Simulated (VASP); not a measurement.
TiO2, 6 atoms in the cell. The structure is orthorhombic, space group Imma (No. 74). The conventional cell has a = 3.803 Å, b = 3.814 Å, c = 9.467 Å, α = 90.00°, β = 90.00°, γ = 90.00°. Ti (site symmetry mm2) has 6 O at 1.94 to 1.99 Å within 2.6 Å. O (site symmetry mm2) has 3 Ti at 1.94 to 1.99 Å and 2 O at 2.48 Å within 2.6 Å. O (site symmetry mm2) has 3 Ti at 1.94 to 1.98 Å and 2 O at 2.49 Å within 2.6 Å. 

```yaml
Program: VASP 6.6.1
Task: single point
Functional: PBE
Potentials_or_basis: VASP PAW PBE potentials, release 64 (Ti_sv, O)
Cutoff: 520 eV
k_mesh: 7 × 7 × 7
Occupations: gaussian, width 0.01 eV
Spin: no spin polarisation
Dipole_correction: no
Further_INCAR_settings: ALGO = Normal; EDIFF = 1e-06; NBANDS = 33
```

Potentials or basis: VASP PAW PBE potentials, release 64 (Ti_sv, O).

Run with:

```console
$ cat potpaw_PBE.64/Ti_sv/POTCAR potpaw_PBE.64/O/POTCAR > POTCAR
$ mpirun -np 1 vasp_std > vasp.out
```

Hardware: 1 thread of AMD EPYC 7R43 64-Core Processor (Zen 3), on a shared host.

Q: Estimate the wall time of this run.

A: Wall time 4.9 min on 1 thread of AMD EPYC 7R43 64-Core Processor (Zen 3), with other jobs on the host, peak memory 0.26 GiB. Counts: scf iterations 16, k points 64.
